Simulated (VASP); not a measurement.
# Si (R-3m) in VASP: further runs

Aim: see how the results for Si move with the level of theory and the settings. Levels: HSE06, PBE. Tasks: single point.

Program: VASP 6.6.1. These are calculated values, not measurements. Logs are shortened: lines on timing, memory, paths and dates and some standing lists are left out, and cuts for length are marked.

## 1. The cell of the first run

It takes space group R-3m (No. 166, trigonal). The conventional cell has a = 3.927 Å, b = 3.927 Å, c = 9.355 Å, α = 90.00°, β = 90.00°, γ = 120.00°. Within 3.1 Å of Si (site symmetry 3m) lie 4 Si at 2.36 to 2.39 Å.

## 2. Single point, HSE06 (epitaxial 111 strain +2.0%)

The input, POSCAR:

```
Si
1.0
   -0.0506090239      2.7259522496      2.7259522496
    2.7259522496     -0.0506090239      2.7259522496
    2.7259522496      2.7259522496     -0.0506090239
Si
2
Direct
   -0.0011050607     -0.0011050607     -0.0011050607
    0.2511050607      0.2511050607      0.2511050607
```

The input, INCAR.step1:

```
ALGO = Normal ; EDIFF = 1E-5
ENCUT = 520 ; GGA = PE
ISIF = 2 ; ISMEAR = 0
LASPH = True ; LCHARG = False
LREAL = False ; LWAVE = True
NBANDS = 11 ; NELM = 60
PREC = Accurate ; SIGMA = 0.01
```

The input, INCAR.step2:

```
ALGO = Normal ; EDIFF = 1E-6
ENCUT = 520 ; GGA = PE
HFSCREEN = 0.2079 ; ISIF = 2
ISMEAR = 0 ; ISTART = 1
LASPH = True ; LCHARG = False
LHFCALC = True ; LREAL = False
LWAVE = False ; NBANDS = 11
NELM = 60 ; PREC = Accurate
PRECFOCK = Normal ; SIGMA = 0.01
```

The input, KPOINTS:

```
k-points
0
Gamma
  6 6 6
```

Potentials or basis: VASP PAW PBE potentials, release 64 (Si).

The run is started by

```
cat potpaw_PBE.64/Si/POTCAR > POTCAR
cp INCAR.step1 INCAR
mpirun -np 1 vasp_std > vasp.out
cp INCAR.step2 INCAR
mpirun -np 1 vasp_std > vasp.out
```

OUTCAR:

```text
EDIFF = 1E-6
   ENCUT = 520
   GGA = PE
   HFSCREEN = 0.2079
   ISIF = 2
   ISMEAR = 0
   ISTART = 1
   LASPH = True
   LHFCALC = True
   LREAL = False
   NELM = 60
   PREC = Accurate
   PRECFOCK = Normal

 ion  position               nearest neighbor table
   1  0.999  0.999  0.999-   2 2.36   2 2.39   2 2.39   2 2.39
   2  0.251  0.251  0.251-   1 2.36   1 2.39   1 2.39   1 2.39

  LATTYP: Found a trigonal (rhomboedric) cell.
 ALAT       =     3.8554108221
 COS(alpha) =     0.4813514121

  Lattice vectors:

 A1 = (  -0.0506090239,   2.7259522496,   2.7259522496)
 A2 = (   2.7259522496,  -0.0506090239,   2.7259522496)
 A3 = (   2.7259522496,   2.7259522496,  -0.0506090239)

Analysis of symmetry for initial positions (statically):
=====================================================================
 Subroutine PRICEL returns:
 Original cell was already a primitive cell.

 Routine SETGRP: Setting up the symmetry group for a
 trigonal (rhombohedral) supercell.

 Subroutine GETGRP returns: Found 12 space group operations
 (whereof  6 operations were pure point group operations)
 out of a pool of 12 trial point group operations.

The static configuration has the point symmetry C_3v.
 The point group associated with its full space group is D_3d.

Analysis of symmetry for dynamics (positions and initial velocities):
=====================================================================
 Subroutine PRICEL returns:
 Original cell was already a primitive cell.

 Routine SETGRP: Setting up the symmetry group for a
 trigonal (rhombohedral) supercell.

 Subroutine GETGRP returns: Found 12 space group operations
 (whereof  6 operations were pure point group operations)
 out of a pool of 12 trial point group operations.

The dynamic configuration has the point symmetry C_3v.
 The point group associated with its full space group is D_3d.

 Subroutine INISYM returns: Found 12 space group operations
 (whereof  6 operations are pure point group operations),
 and found     1 'primitive' translations

----------------------------------------------------------------------------------------

                                     Primitive cell

  volume of cell :      41.6402

  direct lattice vectors                    reciprocal lattice vectors
    -0.050609024  2.725952250  2.725952250    -0.178391562  0.181766166  0.181766166
[... 95 lines left out ...]
   TEBEG  =    0.0;   TEEND  =   0.0 temperature during run
   PSTRESS=    0.0 pullay stress
   NELECT =       8.0000    total number of electrons
   NUPDOWN=      -1.0000    fix difference up-down
   EMIN   =  10.00;   EMAX   =-10.00  energy-range for DOS
   EFERMI =   0.00;   METHOD = LEGACY
   ISMEAR =     0;   SIGMA  =   0.01  broadening in eV -4-tet -1-fermi 0-gaus
   EFERMI_NEDOS =   21; number of points for ismear=-14 and -15
   IALGO  =     38    algorithm
   IMIX   =      1    mixing-type and parameters
     AMIX     =   0.40;   BMIX     =  1.00
     AMIX_MAG =   1.60;   BMIX_MAG =  1.00
  volume/ion in A,a.u.               =      20.82       140.50
  Fermi-wavevector in a.u.,A,eV,Ry     =   0.944642  1.785115 12.141144  0.892349
  Thomas-Fermi vector in A             =   2.072467
   LORBIT       =      0    0 simple, 1 ext, 2 COOP (PROOUT), +10 PAW based schemes
   GGA     = PE    functional components
   LHFCALC =     T    Hartree Fock is set to
   PRECFOCK=normal    Normal, Fast or Accurate (Low or Medium for compatibility)
   ENCUT4O =  -1.0   cutoff for four orbital integrals eV
   NKREDX  =     1    reduce k-point grid by
   NKREDY  =     1    reduce k-point grid by
   NKREDZ  =     1    reduce k-point grid by
   AEXX    =    0.2500 exact exchange contribution
   HFSCREEN=    0.2079 screening length (either q_TF or 0.3 A-1)
   HFSCREENC=   0.2079 screening length for correlation (either q_TF or 0.3 A-1)
   ENCUTFOCK=  -1.0 apply spherical cutoff to Coloumb kernel
   IVDW    =     0    specifies the selected vdW correction
   LEPSILON=     F    determine dielectric tensor
   LRPA    =     F    only Hartree local field effects (RPA)
 non-spin polarized calculation
 Gauss-broadening in eV      SIGMA  =   0.01
  energy-cutoff  :      520.00
  volume of cell :       41.64
 maximum number of plane-waves:      1140
 NGX is ok and might be reduce to    30
  NGX = 24; NGY = 24; NGZ = 24

 number of electron       8.0000000 magnetization

 Free energy of the ion-electron system (eV)
  ---------------------------------------------------
  ext. energy  EPLUGINS =         0.00000000
  ---------------------------------------------------
  free energy    TOTEN  =       -12.50603911 eV

  energy without entropy =      -12.50603911  energy(sigma->0) =      -12.50603911

 E-fermi :   5.2842     XC(G=0):  -7.7291

 val. band max:        5.2361917556   @ k =   0.0000   0.0000   0.0000
 cond. band min:       6.3176223602   @ k =   0.5000   0.5000  -0.0000
 fundamental gap:      1.0814306046
 Fermi energy:         5.2841999029

 k-point     1 :       0.0000    0.0000    0.0000
  band No.  band energies     occupation
      1      -7.9131      2.00000
      2       5.0164      2.00000
      3       5.0164      2.00000
      4       5.2362      2.00000
      5       8.2856      0.00000
      6       8.2856      0.00000
      7       8.3972      0.00000
      8       9.1501      0.00000
      9      13.7290      0.00000
     10      13.8464      0.00000
     11      13.8464      0.00000
[... 309 lines left out ...]
 k-point    24 :      -0.3333    0.5000    0.1667
  band No.  band energies     occupation
      1      -3.3965      2.00000
      2      -3.2449      2.00000
      3       1.2329      2.00000
      4       1.3441      2.00000
      5       8.3641      0.00000
      6       8.7351      0.00000
      7      12.5055      0.00000
      8      12.9943      0.00000
      9      16.6673      0.00000
     10      16.7189      0.00000
     11      19.0384      0.00000

 [... further k-points ...]
[... 5 lines left out ...]
  --------------------------------------------------------------------------------------
  -------------------------------------------------------------------------------------
  Total       -0.8824632     -0.8824632     -0.8824632      0.3758019      0.3758019      0.3758019
  in kB      -33.9542943    -33.9542943    -33.9542943     14.4596281     14.4596281     14.4596281
  external PRESSURE =     -33.9542943 kB  Pullay stress =       0.0000000 kB

 VOLUME and BASIS-vectors are now :
 -----------------------------------------------------------------------------
  energy-cutoff  :      520.00
  volume of cell :       41.64
      direct lattice vectors                 reciprocal lattice vectors
    -0.050609024  2.725952250  2.725952250    -0.178391562  0.181766166  0.181766166
     2.725952250 -0.050609024  2.725952250     0.181766166 -0.178391562  0.181766166
     2.725952250  2.725952250 -0.050609024     0.181766166  0.181766166 -0.178391562

 POSITION                                       TOTAL-FORCE (eV/Angst)
 -----------------------------------------------------------------------------------
      5.39533      5.39533      5.39533         0.001775      0.001775      0.001775
      1.35629      1.35629      1.35629        -0.001775     -0.001775     -0.001775
 -----------------------------------------------------------------------------------
    total drift:                               -0.000000     -0.000000     -0.000000

  FREE ENERGIE OF THE ION-ELECTRON SYSTEM (eV)
  ---------------------------------------------------
  free  energy   TOTEN  =       -12.5060391089 eV

  energy  without entropy=      -12.5060391089  energy(sigma->0) =      -12.50603911
```

It took 27 min on 1 thread of Intel Xeon 8259CL, shared host; peak memory 0.28 GiB.

What came out:

| Property | Result |
| --- | --- |
| Free energy | -12.5060 eV |
| Pressure | -3.4 GPa |
| Largest force | 0.003 eV/Å |
| Band gap on the k mesh | 1.08 eV (least direct gap 3.05 eV) |

Forces in eV/Å, atoms in the order of the input:
```
Si   0.002  0.002  0.002
Si  -0.002 -0.002 -0.002
```

Stress tensor (GPa, compression positive):
```
-3.40  1.45  1.45
 1.45 -3.40  1.45
 1.45  1.45 -3.40
```

Caveat: the cell differs from its parent crystal (epitaxial 111 strain +2.0%); the cell stands under tension; the PAW data sets were made with another functional, which shifts forces and pressure a little. A k mesh can miss the band edges.

## 3. Single point, HSE06 (epitaxial 111 strain +3.0%)

The input, POSCAR:

```
Si
1.0
   -0.0755118157      2.7282706468      2.7282706468
    2.7282706468     -0.0755118157      2.7282706468
    2.7282706468      2.7282706468     -0.0755118157
Si
2
Direct
   -0.0016041212     -0.0016041212     -0.0016041212
    0.2516041212      0.2516041212      0.2516041212
```

The input, INCAR.step1:

```
SYSTEM = Si
PREC = Accurate
ENCUT = 520
EDIFF = 1E-5
ISMEAR = 0
SIGMA = 0.01
LREAL = .FALSE.
LASPH = .TRUE.
NELM = 60
ALGO = Normal
ISIF = 2
LWAVE = .TRUE.
GGA = PE
NBANDS = 11
```

The input, INCAR.step2:

```
SYSTEM = Si
PREC = Accurate
ENCUT = 520
EDIFF = 1E-6
ISMEAR = 0
SIGMA = 0.01
LREAL = .FALSE.
LASPH = .TRUE.
NELM = 60
ALGO = Normal
ISIF = 2
LWAVE = .FALSE.
LCHARG = .TRUE.
GGA = PE
LHFCALC = .TRUE.
HFSCREEN = 0.2079
PRECFOCK = Normal
LELF = .TRUE.
LVHAR = .TRUE.
ISTART = 1
NBANDS = 11
```

The input, KPOINTS:

```
Automatic mesh
0
G
  6 6 6
  0 0 0
```

Potentials or basis: VASP PAW PBE potentials, release 64 (Si).

The run is started by

```
cat potpaw_PBE.64/Si/POTCAR > POTCAR
cp INCAR.step1 INCAR
mpirun -np 1 vasp_std > vasp.out
cp INCAR.step2 INCAR
mpirun -np 1 vasp_std > vasp.out
```

It took 26 min on 1 thread of Intel Xeon 8259CL, shared host; peak memory 0.28 GiB.

The run converged. Its results:

| Item | Value |
| --- | --- |
| Free energy | -12.4768 eV |
| Pressure | -4.7 GPa |
| Largest force | 0.004 eV/Å |
| Band gap on the k mesh | 0.99 eV (least direct gap 2.93 eV) |

Forces in eV/Å, atoms in the order of the input:
```
Si   0.002  0.002  0.002
Si  -0.002 -0.002 -0.002
```

Stress tensor (GPa, compression positive):
```
-4.67  2.10  2.10
 2.10 -4.67  2.10
 2.10  2.10 -4.67
```

Levels at points of the mesh, in eV from the valence-band top:
| k point | band 1 | band 2 | band 3 | band 4 | band 5 | band 6 | band 7 | band 8 |
| --- | --- | --- | --- | --- | --- | --- | --- | --- |
| (0.00, 0.00, 0.00) | -13.09 | -0.30 | -0.30 | 0.00 | 2.93 | 2.94 | 2.94 | 3.94 |
| (0.50, 0.00, 0.00) | -10.72 | -7.65 | -1.44 | -1.32 | 1.96 | 3.88 | 4.17 | 8.43 |
| (0.50, 0.50, 0.00) | -8.75 | -8.61 | -3.35 | -3.00 | 0.99 | 1.39 | 10.59 | 10.82 |
| (0.50, 0.50, 0.50) | -10.41 | -7.60 | -1.68 | -1.68 | 1.39 | 3.77 | 3.77 | 8.03 |

Caveat: the cell differs from its parent crystal (epitaxial 111 strain +3.0%); the cell stands under tension; the PAW data sets were made with another functional, which shifts forces and pressure a little.

## 4. Single point, PBE (epitaxial 111 strain +2.0%)

The input, INCAR:

```
SYSTEM = Si
  PREC = Accurate
  ENCUT = 520
  EDIFF = 1E-6
  ISMEAR = -1
  SIGMA = 0.02
  LREAL = .FALSE.
  LASPH = .TRUE.
  NELM = 100
  ALGO = Normal
  ISIF = 2
  LWAVE = .FALSE.
  LCHARG = .TRUE.
  GGA = PE
  LELF = .TRUE.
  LVHAR = .TRUE.
  NBANDS = 11
```

The input, KPOINTS:

```
Automatic mesh
0
G
  8 8 8
  0 0 0
```

The input, POSCAR:

```
Si
1.0
   -0.0506090239      2.7259522496      2.7259522496
    2.7259522496     -0.0506090239      2.7259522496
    2.7259522496      2.7259522496     -0.0506090239
Si
2
Direct
   -0.0011050607     -0.0011050607     -0.0011050607
    0.2511050607      0.2511050607      0.2511050607
```

Potentials or basis: VASP PAW PBE potentials, release 64 (Si).

The run is started by

```
cat potpaw_PBE.64/Si/POTCAR > POTCAR
mpirun -np 1 vasp_std > vasp.out
```

OUTCAR:

```text
SYSTEM = Si
   PREC = Accurate
   ENCUT = 520
   EDIFF = 1E-6
   ISMEAR = -1
   LREAL = .FALSE.
   LASPH = .TRUE.
   NELM = 100
   ISIF = 2
   GGA = PE

 ion  position               nearest neighbor table
   1  0.999  0.999  0.999-   2 2.36   2 2.39   2 2.39   2 2.39
   2  0.251  0.251  0.251-   1 2.36   1 2.39   1 2.39   1 2.39

  LATTYP: Found a trigonal (rhomboedric) cell.
 ALAT       =     3.8554108221
 COS(alpha) =     0.4813514121

  Lattice vectors:

 A1 = (  -0.0506090239,   2.7259522496,   2.7259522496)
 A2 = (   2.7259522496,  -0.0506090239,   2.7259522496)
 A3 = (   2.7259522496,   2.7259522496,  -0.0506090239)

Analysis of symmetry for initial positions (statically):
=====================================================================
 Subroutine PRICEL returns:
 Original cell was already a primitive cell.

 Routine SETGRP: Setting up the symmetry group for a
 trigonal (rhombohedral) supercell.

 Subroutine GETGRP returns: Found 12 space group operations
 (whereof  6 operations were pure point group operations)
 out of a pool of 12 trial point group operations.

The static configuration has the point symmetry C_3v.
[... 167 lines left out ...]
 fundamental gap:      0.5131576523
 Fermi energy:         5.8183741532

 k-point     1 :       0.0000    0.0000    0.0000
  band No.  band energies     occupation
      1      -6.2544      2.00000
      2       5.3690      2.00000
      3       5.3690      2.00000
      4       5.5810      1.99999
      5       7.8876      0.00000
      6       7.8876      0.00000
      7       7.9513      0.00000
      8       8.6125      0.00000
      9      13.1428      0.00000
     10      13.1428      0.00000
     11      13.2555      0.00000
[... 309 lines left out ...]
 k-point    24 :       0.3750    0.1250    0.1250
  band No.  band energies     occupation
      1      -5.0407      2.00000
      2       0.8296      2.00000
      3       3.3513      2.00000
      4       4.6577      2.00000
      5       8.0117      0.00000
      6       9.0185      0.00000
      7       9.2841      0.00000
      8      11.3745      0.00000
      9      11.7672      0.00000
     10      15.3081      0.00000
     11      15.5830      0.00000

 [... further k-points ...]
[... 5 lines left out ...]
  --------------------------------------------------------------------------------------
  -------------------------------------------------------------------------------------
  Total       -0.4036394     -0.4036394     -0.4036394      0.3534918      0.3534918      0.3534918
  in kB      -15.5307245    -15.5307245    -15.5307245     13.6012082     13.6012082     13.6012082
  external PRESSURE =     -15.5307245 kB  Pullay stress =       0.0000000 kB

 VOLUME and BASIS-vectors are now :
 -----------------------------------------------------------------------------
  energy-cutoff  :      520.00
  volume of cell :       41.64
      direct lattice vectors                 reciprocal lattice vectors
    -0.050609024  2.725952250  2.725952250    -0.178391562  0.181766166  0.181766166
     2.725952250 -0.050609024  2.725952250     0.181766166 -0.178391562  0.181766166
     2.725952250  2.725952250 -0.050609024     0.181766166  0.181766166 -0.178391562

 POSITION                                       TOTAL-FORCE (eV/Angst)
 -----------------------------------------------------------------------------------
      5.39533      5.39533      5.39533        -0.007832     -0.007832     -0.007832
      1.35629      1.35629      1.35629         0.007832      0.007832      0.007832
 -----------------------------------------------------------------------------------
    total drift:                               -0.000000     -0.000000     -0.000000

  FREE ENERGIE OF THE ION-ELECTRON SYSTEM (eV)
  ---------------------------------------------------
  free  energy   TOTEN  =       -10.8327051201 eV

  energy  without entropy=      -10.8327051047  energy(sigma->0) =      -10.83270511
```

OSZICAR:

```text
N       E                     dE             d eps       ncg     rms          rms(c)
DAV:   1     0.614986036227E+01    0.61499E+01   -0.31286E+03  1438   0.560E+02
DAV:   2    -0.104196235354E+02   -0.16569E+02   -0.15664E+02  1855   0.813E+01
DAV:   3    -0.109893467795E+02   -0.56972E+00   -0.56786E+00  1837   0.127E+01
DAV:   4    -0.109938133361E+02   -0.44666E-02   -0.44659E-02  1719   0.138E+00
DAV:   5    -0.109938538649E+02   -0.40529E-04   -0.40528E-04  1780   0.125E-01    0.464E+00
DAV:   6    -0.108828851190E+02    0.11097E+00   -0.62163E-02  1648   0.103E+00    0.282E+00
DAV:   7    -0.108311666765E+02    0.51718E-01   -0.12306E-01  1648   0.156E+00    0.162E-01
DAV:   8    -0.108324676018E+02   -0.13009E-02   -0.61403E-03  1640   0.428E-01    0.846E-02
DAV:   9    -0.108326685771E+02   -0.20098E-03   -0.20339E-04  1828   0.879E-02    0.583E-02
DAV:  10    -0.108327027889E+02   -0.34212E-04   -0.31452E-05  1660   0.308E-02    0.104E-02
DAV:  11    -0.108327046966E+02   -0.19076E-05   -0.37267E-06  1777   0.104E-02    0.457E-03
DAV:  12    -0.108327051201E+02   -0.42347E-06   -0.37726E-07  1106   0.377E-03
   1 F= -.10832705E+02 E0= -.10832705E+02  d E =-.153311E-07
```

It took 25 s on 1 thread of Intel Xeon Platinum 8124M at 3.00GHz (Skylake/Cascade Lake), shared host; peak memory 0.17 GiB.

Results:

* Free energy: -10.8327 eV
* Pressure: -1.6 GPa
* Largest force: 0.014 eV/Å
* Band gap on the k mesh: 0.51 eV (least direct gap 2.31 eV)

Forces on the atoms (eV/Å):
```
Si  -0.008 -0.008 -0.008
Si   0.008  0.008  0.008
```

Caveat: the cell differs from its parent crystal (epitaxial 111 strain +2.0%). A k mesh can miss the band edges.

[end of part 1 of 2]
